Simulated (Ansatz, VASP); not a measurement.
# One calculation of Se, two programs

```
Se
1.0
     4.06815    0.00000    0.00000
    -2.03407    3.52312    0.00000
     0.00000    0.00000    5.12773
Se
3
Direct
  0.24735 0.00000 0.33333
  0.00000 0.24735 0.66667
  0.75265 0.75265 0.00000
```

Alike in both runs: task relaxation of cell and atoms; functional PBE; dispersion D3(BJ); k mesh 12 × 12 × 8; occupations gaussian, width 0.02 eV; no spin polarisation.

```csv
,VASP,Ansatz
version,VASP 6.6.1,Ansatz 0.2.0
potentials or method,"VASP PAW PBE potentials, release 64 (Se), cutoff 600 eV","scalar-relativistic, plane waves, PAW"
valence electrons in the cell,18,48
```

```csv
,VASP,Ansatz,Ansatz less VASP
"gap on the k mesh at the Fermi level, each at its own relaxed structure (eV)",0.51,0.52,+0.012
relaxed volume (Å³/atom),24.53,24.50,-0.027
relaxed cell length with the largest relative difference (Å),5.131,5.128,-0.0031
```

VASP's potentials hold 18 valence electrons a cell and Ansatz's 48, so a difference there can come from the potentials and not from the codes.
